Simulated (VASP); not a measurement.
# AlRu (Pm-3m) in VASP: notebook

AlRu is run at these levels: PBE; tasks: electric field gradients.

All numbers are computed with VASP 6.6.1; they aren't measurements. Logs are shortened: lines on timing, memory, paths and dates and some standing lists are left out, and cuts for length are marked.

### 1 The cell of the first run

Symmetry: Pm-3m, No. 221, cubic system. Conventional cell: a = 2.992 Å, b = 2.992 Å, c = 2.992 Å, α = 90.00°, β = 90.00°, γ = 90.00°. Within 3.4 Å of Al (site symmetry m-3m) lie 8 Ru at 2.59 Å and 6 Al at 2.99 Å. Within 3.4 Å of Ru (site symmetry m-3m) lie 8 Al at 2.59 Å and 6 Ru at 2.99 Å.

### 2 Electric field gradients, PBE

Contents of INCAR:

```
PREC = Accurate ; ENCUT = 520
EDIFF = 1E-8 ; ISMEAR = -1
SIGMA = 0.05 ; LREAL = False
LASPH = True ; NELM = 60
ALGO = Normal ; ISIF = 2
LWAVE = False ; LCHARG = False
GGA = PE ; LEFG = True
NBANDS = 16
```

Contents of KPOINTS:

```
Automatic mesh
0
Gamma
  12 12 12
```

Contents of POSCAR:

```
AlRu
1.0
    2.9916000000      0.0000000000      0.0000000000
    0.0000000000      2.9916000000      0.0000000000
    0.0000000000      0.0000000000      2.9916000000
Al Ru
1 1
Direct
    0.0000000000      0.0000000000      0.0000000000
    0.5000000000      0.5000000000      0.5000000000
```

Potentials or basis: VASP PAW PBE potentials, release 64 (Al, Ru_pv).

The run is started by

```console
$ cat potpaw_PBE.64/Al/POTCAR potpaw_PBE.64/Ru_pv/POTCAR > POTCAR
$ mpirun -np 1 vasp_std > vasp.out
```

OUTCAR:

```text
PREC = Accurate
   ENCUT = 520
   EDIFF = 1E-8
   ISMEAR = -1
   LREAL = False
   LASPH = True
   NELM = 60
   ISIF = 2
   GGA = PE

 ion  position               nearest neighbor table
   1  0.000  0.000  0.000-   2 2.59   2 2.59   2 2.59   2 2.59   2 2.59   2 2.59   2 2.59   2 2.59

   2  0.500  0.500  0.500-   1 2.59   1 2.59   1 2.59   1 2.59   1 2.59   1 2.59   1 2.59   1 2.59

  LATTYP: Found a simple cubic cell.
 ALAT       =     2.9916000000

  Lattice vectors:

 A1 = (   2.9916000000,   0.0000000000,   0.0000000000)
 A2 = (   0.0000000000,   2.9916000000,   0.0000000000)
 A3 = (   0.0000000000,   0.0000000000,   2.9916000000)

Analysis of symmetry for initial positions (statically):
=====================================================================
 Subroutine PRICEL returns:
 Original cell was already a primitive cell.

 Routine SETGRP: Setting up the symmetry group for a
 simple cubic supercell.

 Subroutine GETGRP returns: Found 48 space group operations
 (whereof 48 operations were pure point group operations)
 out of a pool of 48 trial point group operations.

The static configuration has the point symmetry O_h .

Analysis of symmetry for dynamics (positions and initial velocities):
=====================================================================
 Subroutine PRICEL returns:
 Original cell was already a primitive cell.

 Routine SETGRP: Setting up the symmetry group for a
 simple cubic supercell.

 Subroutine GETGRP returns: Found 48 space group operations
 (whereof 48 operations were pure point group operations)
 out of a pool of 48 trial point group operations.

The dynamic configuration has the point symmetry O_h .

 Subroutine INISYM returns: Found 48 space group operations
 (whereof 48 operations are pure point group operations),
 and found     1 'primitive' translations

----------------------------------------------------------------------------------------

                                     Primitive cell

  volume of cell :      26.7738

  direct lattice vectors                    reciprocal lattice vectors
     2.991600000  0.000000000  0.000000000     0.334269287  0.000000000  0.000000000
     0.000000000  2.991600000  0.000000000     0.000000000  0.334269287  0.000000000
     0.000000000  0.000000000  2.991600000     0.000000000  0.000000000  0.334269287

  length of vectors
     2.991600000  2.991600000  2.991600000     0.334269287  0.334269287  0.334269287

  position of ions in fractional coordinates (direct lattice)
     0.000000000  0.000000000  0.000000000
     0.500000000  0.500000000  0.500000000

  ion indices of the primitive-cell ions
   primitive index   ion index
                 1           1
                 2           2

----------------------------------------------------------------------------------------

 KPOINTS: Automatic mesh

Automatic generation of k-mesh.
 Grid dimensions read from file:
 generate k-points for:   12   12   12

 Generating k-lattice:

  Cartesian coordinates                     Fractional coordinates (reciprocal lattice)
     0.027855774  0.000000000  0.000000000     0.083333333  0.000000000  0.000000000
     0.000000000  0.027855774  0.000000000     0.000000000  0.083333333  0.000000000
     0.000000000  0.000000000  0.027855774     0.000000000  0.000000000  0.083333333

  Length of vectors
     0.027855774  0.027855774  0.027855774

  Shift w.r.t. Gamma in fractional coordinates (k-lattice)
     0.000000000  0.000000000  0.000000000

 Subroutine IBZKPT returns following result:
 ===========================================

 Found     84 irreducible k-points:

 Following reciprocal coordinates:
            Coordinates               Weight
  0.000000  0.000000  0.000000      1.000000
  0.083333  0.000000  0.000000      6.000000
  0.166667  0.000000  0.000000      6.000000
  0.250000  0.000000  0.000000      6.000000
  0.333333  0.000000  0.000000      6.000000
  0.416667  0.000000  0.000000      6.000000
[... 16 lines left out ...]
  0.333333  0.333333  0.000000     12.000000
  0.416667  0.333333  0.000000     24.000000
 [... further k-points ...]
   k-points           NKPTS =     84   k-points in BZ     NKDIM =     84   number of bands    NBANDS=     16
   number of dos      NEDOS =    301   number of ions     NIONS =      2
   total plane-waves  NPLWV =  13824
   dimension x,y,z NGX =    24 NGY =   24 NGZ =   24
   dimension x,y,z NGXF=    48 NGYF=   48 NGZF=   48
   ions per type =               1   1
   NGX,Y,Z   is equivalent  to a cutoff of  13.34, 13.34, 13.34 a.u.
   NGXF,Y,Z  is equivalent  to a cutoff of  26.67, 26.67, 26.67 a.u.
 SYSTEM =  unknown system
   PREC   = accura    normal or accurate (medium, high low for compatibility)
   ISTART =      0    job   : 0-new  1-cont  2-samecut
   ICHARG =      2    charge: 1-file 2-atom 10-const
   ISPIN  =      1    spin polarized calculation?
   LNONCOLLINEAR =      F non collinear calculations
   LSORBIT =      F    spin-orbit coupling
   LASPH  =      T    aspherical Exc in radial PAW
   ENCUT  =  520.0 eV  38.22 Ry    6.18 a.u.   5.56  5.56  5.56*2*pi/ulx,y,z
   NELM   =     60;   NELMIN=  2; NELMDL= -5     # of ELM steps
   EDIFF  = 0.1E-07   stopping-criterion for ELM
   LREAL  =      F    real-space projection
   EDIFFG = 0.1E-06   stopping-criterion for IOM
   NSW    =      0    number of steps for IOM
   IBRION =     -1    ionic relax: 0-MD 1-quasi-New 2-CG
   NFREE  =      0    steps in history (QN), initial steepest desc. (CG)
   ISIF   =      2    stress and relaxation
   ISYM   =      2    0-nonsym 1-usesym 2-fastsym
   POTIM  = 0.5000    time-step for ionic-motion
   TEBEG  =    0.0;   TEEND  =   0.0 temperature during run
   PSTRESS=    0.0 pullay stress
   NELECT =      17.0000    total number of electrons
   NUPDOWN=      -1.0000    fix difference up-down
   EMIN   =  10.00;   EMAX   =-10.00  energy-range for DOS
   EFERMI =   0.00;   METHOD = LEGACY
   ISMEAR =    -1;   SIGMA  =   0.05  broadening in eV -4-tet -1-fermi 0-gaus
   EFERMI_NEDOS =   21; number of points for ismear=-14 and -15
   IALGO  =     38    algorithm
   IMIX   =      4    mixing-type and parameters
     AMIX     =   0.40;   BMIX     =  1.00
     AMIX_MAG =   1.60;   BMIX_MAG =  1.00
  volume/ion in A,a.u.               =      13.39        90.34
  Fermi-wavevector in a.u.,A,eV,Ry     =   1.407087  2.659009 26.938090  1.979894
  Thomas-Fermi vector in A             =   2.529382
   LORBIT       =      0    0 simple, 1 ext, 2 COOP (PROOUT), +10 PAW based schemes
   GGA     = PE    functional components
[... 5 lines left out ...]
 non-spin polarized calculation
  energy-cutoff  :      520.00
  volume of cell :       26.77
 maximum number of plane-waves:       739
 NGX is ok and might be reduce to    24
   NGX = 11   NGY = 11   NGZ = 11

 number of electron      16.9999995 magnetization

 Free energy of the ion-electron system (eV)
  ---------------------------------------------------
  ext. energy  EPLUGINS =         0.00000000
  ---------------------------------------------------
  free energy    TOTEN  =       -14.26871510 eV

  energy without entropy =      -14.25681449  energy(sigma->0) =      -14.26276479

 E-fermi :  10.7051     XC(G=0): -12.5666

 val. band max:       10.6984298359   @ k =   0.4167   0.3333   0.1667
 cond. band min:      10.7178901864   @ k =   0.2500   0.0833   0.0833
 fundamental gap:      0.0194603504
 Fermi energy:        10.7051452027

 k-point     1 :       0.0000    0.0000    0.0000
  band No.  band energies     occupation
      1     -31.0542      2.00000
      2     -31.0542      2.00000
      3     -31.0542      2.00000
      4       1.0419      2.00000
      5       7.1515      2.00000
      6       7.1515      2.00000
[... 8 lines left out ...]
     15      22.8294      0.00000
     16      25.8250      0.00000

 k-point     2 :       0.0833    0.0000    0.0000
  band No.  band energies     occupation
      1     -31.0684      2.00000
      2     -31.0530      2.00000
      3     -31.0530      2.00000
      4       1.1753      2.00000
      5       7.1971      2.00000
      6       7.1983      2.00000
[... 8 lines left out ...]
     15      22.8298      0.00000
     16      26.2478      0.00000

 k-point     3 :       0.1667    0.0000    0.0000
  band No.  band energies     occupation
      1     -31.1070      2.00000
      2     -31.0497      2.00000
      3     -31.0497      2.00000
      4       1.5671      2.00000
      5       7.2813      2.00000
      6       7.3304      2.00000
[... 8 lines left out ...]
     15      22.9831      0.00000
     16      27.5782      0.00000

 k-point     4 :       0.2500    0.0000    0.0000
  band No.  band energies     occupation
      1     -31.1593      2.00000
      2     -31.0453      2.00000
      3     -31.0453      2.00000
      4       2.1938      2.00000
      5       7.2408      2.00000
      6       7.5218      2.00000
[... 8 lines left out ...]
     15      23.5150      0.00000
     16      27.1912      0.00000

 k-point     5 :       0.3333    0.0000    0.0000
  band No.  band energies     occupation
      1     -31.2114      2.00000
      2     -31.0408      2.00000
      3     -31.0408      2.00000
      4       3.0181      2.00000
      5       6.8581      2.00000
      6       7.7282      2.00000
[... 8 lines left out ...]
     15      23.8315      0.00000
     16      25.6704      0.00000

 k-point     6 :       0.4167    0.0000    0.0000
  band No.  band energies     occupation
      1     -31.2492      2.00000
      2     -31.0376      2.00000
      3     -31.0376      2.00000
      4       3.9873      2.00000
      5       6.0820      2.00000
      6       7.8904      2.00000
[... 8 lines left out ...]
     15      23.9819      0.00000
     16      24.2726      0.00000
[... 267 lines left out ...]
 k-point    21 :       0.4167    0.2500    0.0000
  band No.  band energies     occupation
      1     -31.2363      2.00000
      2     -31.1386      2.00000
      3     -31.0285      2.00000
      4       4.5637      2.00000
      5       6.4234      2.00000
      6       8.4557      2.00000
[... 8 lines left out ...]
     15      22.8309      0.00000
     16      24.6959      0.00000

 k-point    22 :       0.5000    0.2500    0.0000
  band No.  band energies     occupation
      1     -31.2498      2.00000
      2     -31.1371      2.00000
      3     -31.0273      2.00000
      4       4.9811      2.00000
      5       6.0658      2.00000
      6       8.5588      2.00000
[... 8 lines left out ...]
     15      22.8308      0.00000
     16      24.4082      0.00000

 k-point    23 :       0.3333    0.3333    0.0000
  band No.  band energies     occupation
      1     -31.1949      2.00000
      2     -31.1913      2.00000
      3     -31.0273      2.00000
      4       4.3323      2.00000
      5       6.8729      2.00000
      6       8.5587      2.00000
[... 8 lines left out ...]
     15      23.2616      0.00000
     16      25.5475      0.00000

 k-point    24 :       0.4167    0.3333    0.0000
  band No.  band energies     occupation
      1     -31.2298      2.00000
      2     -31.1886      2.00000
      3     -31.0240      2.00000
      4       4.6965      2.00000
      5       6.8030      2.00000
      6       8.8075      2.00000
[... 8 lines left out ...]
     15      23.0895      0.00000
     16      25.9073      0.00000

 [... further k-points ...]
[... 5 lines left out ...]
  --------------------------------------------------------------------------------------
  -------------------------------------------------------------------------------------
  Total        0.4089816      0.4089816      0.4089816     -0.0000000     -0.0000000      0.0000000
  in kB       24.4739316     24.4739316     24.4739316     -0.0000000     -0.0000000      0.0000000
  external PRESSURE =      24.4739316 kB  Pullay stress =       0.0000000 kB

 VOLUME and BASIS-vectors are now :
 -----------------------------------------------------------------------------
  energy-cutoff  :      520.00
  volume of cell :       26.77
      direct lattice vectors                 reciprocal lattice vectors
     2.991600000  0.000000000  0.000000000     0.334269287  0.000000000  0.000000000
     0.000000000  2.991600000  0.000000000     0.000000000  0.334269287  0.000000000
     0.000000000  0.000000000  2.991600000     0.000000000  0.000000000  0.334269287

 POSITION                                       TOTAL-FORCE (eV/Angst)
 -----------------------------------------------------------------------------------
      0.00000      0.00000      0.00000         0.000000      0.000000      0.000000
      1.49580      1.49580      1.49580         0.000000      0.000000      0.000000
 -----------------------------------------------------------------------------------
    total drift:                                0.000000     -0.000000     -0.000000

  FREE ENERGIE OF THE ION-ELECTRON SYSTEM (eV)
  ---------------------------------------------------
  free  energy   TOTEN  =       -14.2687150950 eV

  energy  without entropy=      -14.2568144863  energy(sigma->0) =      -14.26276479

 Electric field gradients (V/A^2)
---------------------------------------------------------------------
 ion       V_xx      V_yy      V_zz      V_xy      V_xz      V_yz
---------------------------------------------------------------------
   1       0.000    -0.000    -0.000     0.000    -0.000    -0.000
   2       0.000     0.000     0.000     0.000    -0.000    -0.000
---------------------------------------------------------------------

 Electric field gradients after diagonalization (V/A^2)
 (convention: |V_zz| > |V_xx| > |V_yy|)
----------------------------------------------------------------------
 ion       V_xx      V_yy      V_zz     asymmetry (V_yy - V_xx)/ V_zz
----------------------------------------------------------------------
   1       0.000    -0.000    -0.000       0.407
   2       0.000     0.000     0.000      -0.030
----------------------------------------------------------------------

           NMR quadrupolar parameters

 Cq : quadrupolar parameter    Cq=e*Q*V_zz/h
 eta: asymmetry parameters     (V_yy - V_xx)/ V_zz
 Q  : nuclear electric quadrupole moment in mb (millibarn)
----------------------------------------------------------------------
 ion       Cq(MHz)       eta       Q (mb)
----------------------------------------------------------------------
   1      -0.000       0.407       1.000
   2       0.000      -0.030       1.000
----------------------------------------------------------------------
```

Wall time 13 s (1 thread of Intel Xeon 6975P-C (Granite Rapids), shared host); peak memory 0.16 GiB.

What came out:

```
Free energy : -14.2687 eV
Pressure    : 2.4 GPa
```

Caveat: without QUAD_EFG the Cq values of the log hold for a quadrupole moment of 1 mb, not for the nuclei.

(Part 1 of 2 ends here.)
